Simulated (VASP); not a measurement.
Set up this calculation in VASP 6.6.1, as the native input.

| Property | Result |
| --- | --- |
| Task | single point |
| Functional | PBEsol |
| Potentials or basis | VASP PAW PBE potentials, release 64 (Nb_sv, P) |
| Cutoff | 520 eV |
| k mesh | 11 × 11 × 11 |
| Occupations | fermi-dirac, width 0.05 eV |
| Spin | non-collinear spin, zero start, spin-orbit coupling |
| Starting moments | [[0.0, 0.0, 0.0], [0.0, 0.0, 0.0], [0.0, 0.0, 0.0], [0.0, 0.0, 0.0]] μB |
| Dipole correction | no |
| Further INCAR settings | ALGO = Normal; EDIFF = 1e-06; NBANDS = 50 |

The structure of NbP lies in POSCAR:

```
NbP
1.0
   -1.6749232544      1.6749232544      5.7401081759
    1.6749232544     -1.6749232544      5.7401081759
    1.6749232544      1.6749232544     -5.7401081759
Nb P
2 2
Direct
    0.2498808000      0.7498808000      0.5000000000
    0.4998808000      0.4998808000      0.0000000000
    0.8327477700      0.3327477700      0.5000000000
    0.0827477700      0.0827477700      0.0000000000
```

These files were run (other wordings do the same):

INCAR

```
SYSTEM = NbP
  PREC = Accurate
  ENCUT = 520
  EDIFF = 1E-6
  ISMEAR = -1
  SIGMA = 0.05
  LREAL = .False.
  LASPH = .True.
  NELM = 150
  ALGO = Normal
  ISIF = 2
  LWAVE = .False.
  LCHARG = .False.
  MAGMOM = 0 0 0 0 0 0 0 0 0 0 0 0
  LORBIT = 11
  LSORBIT = .True.
  GGA_COMPAT = .False.
  LORBMOM = .True.
  LMAXMIX = 4
  GGA = PS
  NBANDS = 50
  LUSENCCL = .False.
```

KPOINTS

```
Automatic mesh
0
Gamma
  11 11 11
  0 0 0
```

Potentials or basis: VASP PAW PBE potentials, release 64 (Nb_sv, P).

Command:

```bash
$ cat potpaw_PBE.64/Nb_sv/POTCAR potpaw_PBE.64/P/POTCAR > POTCAR
$ mpirun -np 1 vasp_ncl > vasp.out
```

It gave:

```json
{
  "Pressure": "-6.6 GPa",
  "Largest force": "0.017 eV/Å",
  "Net moment": "0.00 μB per cell",
  "Valence electrons inside the program's atomic spheres": "Nb 10.64; P 2.53"
}
```

Caveat: the PAW data sets were made with another functional, which shifts forces and pressure a little.

Wall time 22 min on 1 × NVIDIA H100 80GB with 1 thread of AMD EPYC 7R13 Processor (Zen 3), on a shared host, peak memory 2.3 GiB.
